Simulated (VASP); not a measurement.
Crystal: As.

```xyz
1
Lattice="2.8700 0.0000 0.0000 0.0000 2.8700 0.0000 0.0000 0.0000 2.8700" Properties=species:S:1:pos:R:3 pbc="T T T"
As    0.0000    0.0000    0.0000
```

* Program: VASP 6.6.1
* Task: relaxation of cell and atoms
* Functional: LDA
* Potentials or basis: VASP PAW LDA potentials, release 64 (As)
* Cutoff: 500 eV
* k mesh: 8 × 8 × 8
* Occupations: fermi-dirac, width 0.1 eV
* Spin: no spin polarisation

At the start: pressure -12.3 GPa; volume 23.64 Å³/atom.

**Question.** How do energy, volume and symmetry change on relaxing?

**Answer.** Over 3 steps the energy falls by 196.3 meV/atom and the volume is 19.34 Å³/atom (-18.2 %); space group Pm-3m (No. 221, to 0.05 Å).

The path:
| step | energy change (eV) | largest force (eV/Å) | pressure (GPa) | volume (Å³) |
| --- | --- | --- | --- | --- |
| 1 | 0.0000 | 0.0000 | -12.26 | 23.64 |
| 2 | -0.1640 | 0.0000 | 7.87 | 17.98 |
| 3 | -0.1963 | 0.0000 | 0.10 | 19.34 |

Final structure:
```
CELL_PARAMETERS angstrom
2.68422 0.00000 0.00000
0.00000 2.68422 0.00000
0.00000 0.00000 2.68422
ATOMIC_POSITIONS crystal
As 0.00000 0.00000 0.00000
```

Caveat: the volume moved by over 15 % at a fixed basis, so the end points are rough.
